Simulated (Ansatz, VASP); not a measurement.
# KBr: VASP beside Ansatz

```
CELL_PARAMETERS angstrom
0.00000 3.30000 3.30000
3.30000 0.00000 3.30000
3.30000 3.30000 0.00000
ATOMIC_POSITIONS crystal
K 0.00000 0.00000 0.00000
Br 0.50000 0.50000 0.50000
```

Alike in both runs: task electric field gradients; functional PBE; k mesh 7 × 7 × 7; occupations fermi-dirac, width 0.02 eV; no spin polarisation.

|  | VASP | Ansatz |
| --- | --- | --- |
| version | VASP 6.6.1 | Ansatz 0.2.0 |
| potentials or method | VASP PAW PBE potentials, release 64 (K_sv, Br) | plane-wave PAW, scalar-relativistic |
| plane-wave cutoff (eV) | 400 | 420 |
| valence electrons in the cell | 16 | 16 |

VASP gave:

* gap on the k mesh at the Fermi level (eV): 4.43
* pressure (GPa): 0.7

Question: Which values does Ansatz return?

Answer: gap on the k mesh at the Fermi level (eV): 4.44; pressure (GPa): 0.7.

With one functional, cell and mesh, what is left measures potentials, basis and numerics.
